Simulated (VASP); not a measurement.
Write the native input for VASP 6.6.1 that does the following.

```
Task                   : single point
Functional             : PBE
Potentials or basis    : VASP PAW PBE potentials, release 64 (Pr, Bi_d, H)
Cutoff                 : 520 eV
k mesh                 : 6 × 6 × 6
Occupations            : gaussian, width 0.1 eV
Spin                   : no spin polarisation
Dipole correction      : no
Further INCAR settings : ALGO = Normal; EDIFF = 1e-07; NBANDS = 38
```

The structure of PrBi3H lies in POSCAR:

```
PrBi3H
1.0
    6.1080525371      0.0000000000      0.0000000000
    0.0000000000      6.1080525371      0.0000000000
    0.0000000000      0.0000000000      6.1080525371
Pr Bi H
1 3 1
Direct
    0.5000000000      0.5000000000      0.5000000000
    0.0000000000      0.5000000000      0.5000000000
    0.5000000000      0.0000000000      0.5000000000
    0.5000000000      0.5000000000      0.0000000000
    0.0000000000      0.0000000000      0.0000000000
```

These files were run (other wordings do the same):

INCAR

```
SYSTEM = PrBi3H
PREC = Accurate ; ENCUT = 520
EDIFF = 1E-7 ; ISMEAR = 0
SIGMA = 0.1 ; LREAL = .FALSE.
LASPH = .TRUE. ; NELM = 100
ALGO = Normal ; ISIF = 2
LWAVE = .FALSE. ; LCHARG = .FALSE.
GGA = PE ; NBANDS = 38
```

KPOINTS

```
Automatic mesh
0
G
  6 6 6
  0 0 0
```

Potentials or basis: VASP PAW PBE potentials, release 64 (Pr, Bi_d, H).

The run is started by

```console
$ cat potpaw_PBE.64/Pr/POTCAR potpaw_PBE.64/Bi_d/POTCAR potpaw_PBE.64/H/POTCAR > POTCAR
$ mpirun -np 1 vasp_std > vasp.out
```

Results of the run:

```yaml
Pressure: -1.3 GPa
```

Run time: 5.7 min on 1 thread of Intel(R) Xeon(R) Platinum 8488C (Sapphire Rapids) (shared host), peak memory 0.43 GiB.
